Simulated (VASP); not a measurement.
A run of VASP 6.6.1 is set up as follows.

INCAR

```
SYSTEM = Ag
PREC = Accurate
ENCUT = 520
EDIFF = 1E-6
ISMEAR = 0
SIGMA = 0.15
LREAL = .FALSE.
LASPH = .TRUE.
NELM = 60
ALGO = Fast
ISIF = 2
LWAVE = .FALSE.
LCHARG = .FALSE.
NBANDS = 12
```

Contents of KPOINTS:

```
regular mesh
0
G
  20 20 20
  0 0 0
```

The input POSCAR:

```
Ag
1.0
   -1.6970453500      1.6970453500      1.7384367000
    1.6970453500     -1.6970453500      1.7384367000
    1.6970453500      1.6970453500     -1.7384367000
Ag
1
Direct
    0.0000000000      0.0000000000      0.0000000000
```

Potentials or basis: VASP PAW LDA potentials, release 64 (Ag).

Launch:

```console
$ cat potpaw_LDA.64/Ag/POTCAR > POTCAR
$ mpirun -np 1 vasp_std > vasp.out
```

(1) Predict the band gap on the k mesh.

(2) Estimate the pressure.

Results:

(1) zero (an odd number of electrons rules out a gap without spin polarisation).

(2) -15.6 GPa.

Caveat: the cell differs from its parent crystal (strain +0.025 along x and y, +0.050 along z); the cell stands under tension.
